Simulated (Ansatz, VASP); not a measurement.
# Two plane-wave programs on HC4

Contents of INCAR:

```
  PREC = Accurate
  ENCUT = 520
  EDIFF = 1E-7
  ISMEAR = 0
  SIGMA = 0.1
  LREAL = False
  LASPH = True
  NELM = 80
  ALGO = Normal
  ISIF = 2
  LWAVE = False
  LCHARG = False
  LDIPOL = True
  IDIPOL = 3
  DIPOL = 0.5 0.5 0.245
  GGA = PE
  IVDW = 12
  NBANDS = 28
```

File KPOINTS:

```
Automatic mesh
0
Gamma
  6 6 1
```

The input POSCAR:

```
HC4
1.0
    4.9313048818      0.0000000000      0.0000000000
   -2.4656524409      4.2706353015      0.0000000000
    0.0000000000      0.0000000000     18.0000331943
C H
8 2
Direct
    0.3333333333      0.1666666667      0.2222236565
    0.3333333333      0.6666666667      0.2222236565
    0.8333333333      0.1666666667      0.2222236565
    0.8333333333      0.6666666667      0.2222236565
    0.1666666667      0.3333333333      0.2222218124
    0.1666666667      0.8333333333      0.2222218124
    0.6666666667      0.3333333333      0.2222218124
    0.6666666667      0.8333333333      0.2222218124
    0.7119494552      0.2880505448      0.3361123354
    0.7880505448      0.2119494552      0.3361123354
```

Input for Ansatz:

```yaml
crystal:
  lattice:
    - [4.9313048818, 0.0, 0.0]
    - [-2.4656524409, 4.2706353015, 0.0]
    - [0.0, 0.0, 18.0000331943]
  atoms:
    - { symbol: C, position: [0.3333333333, 0.1666666667, 0.2222236565] }
    - { symbol: C, position: [0.3333333333, 0.6666666667, 0.2222236565] }
    - { symbol: C, position: [0.8333333333, 0.1666666667, 0.2222236565] }
    - { symbol: C, position: [0.8333333333, 0.6666666667, 0.2222236565] }
    - { symbol: C, position: [0.1666666667, 0.3333333333, 0.2222218124] }
    - { symbol: C, position: [0.1666666667, 0.8333333333, 0.2222218124] }
    - { symbol: C, position: [0.6666666667, 0.3333333333, 0.2222218124] }
    - { symbol: C, position: [0.6666666667, 0.8333333333, 0.2222218124] }
    - { symbol: H, position: [0.7119494552, 0.2880505448, 0.3361123354] }
    - { symbol: H, position: [0.7880505448, 0.2119494552, 0.3361123354] }
basis:
  ecutwfc: 420
kpoints:
  mp_grid: { grid: [6, 6, 1] }
hamiltonian:
  xc: pbe
  pseudopotentials: { kind: paw, azcp: { folder: soft_1 } }
  dispersion: d3bj
scf:
  occupations: { method: gaussian, width: 0.1 }
output:
  forces: true
  eigenvalues: true
  write_density: true
  write_potential: true
  elf: true
  volumetric_format: npy
efield:
  axis: 3
  dipole_correction: true
  ramp_width: 0.04
```

Alike in both runs: task single point; functional PBE; dispersion D3(BJ); k mesh 6 × 6 × 1; occupations gaussian, width 0.1 eV; no spin polarisation.

|  | VASP | Ansatz |
| --- | --- | --- |
| version | VASP 6.6.1 | Ansatz 0.2.0 |
| potentials or method | VASP PAW PBE potentials, release 64 (C, H), cutoff 520 eV | scalar-relativistic, plane waves, PAW |
| valence electrons in the cell | 34 | 34 |

Ansatz gave:

* gap on the k mesh at the Fermi level (eV): 0.12
* least direct gap on the mesh (eV): 0.12
* rms of the force components (eV/Å): 1.239

Q: What did VASP give for the same quantities?

A: gap on the k mesh at the Fermi level (eV): 0.12; least direct gap on the mesh (eV): 0.12; rms of the force components (eV/Å): 1.248.

Atom by atom the forces differ by 0.009 eV/Å (rms over components). Ansatz's warnings: structure snapped to symmetry, xc potential rough in thin density.
